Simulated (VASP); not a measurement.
A run of VASP 6.6.1:

Contents of INCAR:

```
SYSTEM = Sb
PREC = Accurate ; ENCUT = 520
EDIFF = 1E-6 ; ISMEAR = -1
SIGMA = 0.1 ; LREAL = .False.
LASPH = .True. ; NELM = 100
ALGO = Normal ; ISIF = 2
LWAVE = .False. ; LCHARG = .False.
NBANDS = 8
```

The input KPOINTS:

```
Automatic mesh
0
Gamma
  15 15 15
  0 0 0
```

File POSCAR:

```
Sb
1.0
    0.0000000000      2.3439587857      2.3439587857
    2.3439587857      0.0000000000      2.3439587857
    2.3439587857      2.3439587857      0.0000000000
Sb
1
Direct
    0.0000000000      0.0000000000      0.0000000000
```

Potentials or basis: VASP PAW LDA potentials, release 64 (Sb).

Command:

```bash
$ cat potpaw_LDA.64/Sb/POTCAR > POTCAR
$ mpirun -np 1 vasp_std > vasp.out
```

Hardware: 1 thread of Intel Xeon 6975P-C, with other jobs on the host.

Q: How long does it take, and how much memory?

A: Wall time 16 s on 1 thread of Intel Xeon 6975P-C (shared host), peak memory 0.15 GiB. Counts: scf iterations 9, k points 120.
